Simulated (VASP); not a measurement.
Write the native input for VASP 6.6.1 that does the following.

```
Task                   : relaxation of shape and atoms at fixed volume
Functional             : PBEsol
Potentials or basis    : VASP PAW PBE potentials, release 64 (Ta_pv, C)
Cutoff                 : 600 eV
k mesh                 : 18 × 18 × 8
Occupations            : fermi-dirac, width 0.15 eV
Spin                   : no spin polarisation
Dipole correction      : no
Further INCAR settings : ALGO = Normal; EDIFF = 1e-06; IBRION = 2; EDIFFG = -0.001; NSW = 80; ISIF = 4
```

The structure of Ta2C lies in POSCAR:

```
Ta2C
1.0
    3.1163886649      0.0000000000      0.0000000000
   -1.5581943325      2.6988717518      0.0000000000
    0.0000000000      0.0000000000      4.9527589676
Ta C
2 1
Direct
    0.3333333333      0.6666666667      0.2528276349
    0.6666666667      0.3333333333      0.7471723651
    0.0000000000      0.0000000000      0.0000000000
```

These files were run (other wordings do the same):

INCAR

```
SYSTEM = Ta2C
  PREC = Accurate
  ENCUT = 600
  EDIFF = 1E-6
  ISMEAR = -1
  SIGMA = 0.15
  LREAL = .False.
  LASPH = .True.
  NELM = 80
  ALGO = Normal
  ISIF = 4
  LWAVE = .False.
  LCHARG = .False.
  GGA = PS
  IBRION = 2
  NSW = 80
  EDIFFG = -0.001
```

KPOINTS

```
Automatic mesh
0
Gamma
  18 18 8
  0 0 0
```

Potentials or basis: VASP PAW PBE potentials, release 64 (Ta_pv, C).

Launch:

```console
$ cat potpaw_PBE.64/Ta_pv/POTCAR potpaw_PBE.64/C/POTCAR > POTCAR
$ mpirun -np 1 vasp_std > vasp.out
```

Results of the run:

```yaml
Energy_gained_by_relaxing: 0.2 meV/atom
Ionic_steps: 10
Pressure_after_relaxing: -4.8 GPa
Band_gap_on_the_k_mesh: zero (bands 13 and 14 overlap by 0.78 eV)
```

Caveat: the PAW data sets were made with another functional, which shifts forces and pressure a little; spin-orbit coupling is left out, which moves the levels of the heavy elements.

Run time: 4.7 min on 1 thread of Intel(R) Xeon(R) 6975P-C (Granite Rapids), on a shared host, peak memory 0.36 GiB.
